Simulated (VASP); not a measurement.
A run of VASP 6.6.1 is set up as follows.

INCAR

```
SYSTEM = Sb
PREC = Accurate ; ENCUT = 520
EDIFF = 1E-7 ; ISMEAR = 0
SIGMA = 0.1 ; LREAL = .False.
LASPH = .True. ; NELM = 100
ALGO = Normal ; ISIF = 2
LWAVE = .False. ; LCHARG = .False.
GGA = PE ; IVDW = 12
NBANDS = 12
```

The input KPOINTS:

```
Automatic mesh
0
Gamma
  6 6 6
  0 0 0
```

The input POSCAR:

```
Sb
1.0
    2.1004567231      1.2126992545      3.5140683152
   -2.1004567231      1.2126992545      3.5140683152
    0.0000000000     -2.4253985090      3.5140683152
Sb
2
Direct
    0.2399556734      0.2399556734      0.2399556734
    0.7600443266      0.7600443266      0.7600443266
```

Potentials or basis: VASP PAW PBE potentials, release 64 (Sb).

The run is started by

```console
$ cat potpaw_PBE.64/Sb/POTCAR > POTCAR
$ mpirun -np 1 vasp_std > vasp.out
```

Problem. What does it give for the pressure?

Solution. 6.6 GPa.

Problem. Predict the dispersion energy per atom.

Solution. -0.533 eV.

Problem. What does it give for the band gap on the k mesh?

Solution. Zero (band 5 reaches 9.04 eV, above the bottom of band 6 at 8.37 eV).

Stress tensor (GPa, compression positive):
```
6.53 0.00 0.00
0.00 6.53 0.00
0.00 0.00 6.64
```

Caveat: spin-orbit coupling is left out, which moves the levels of the heavy elements; pairwise dispersion overbinds metals, which lowers pressure and volume.
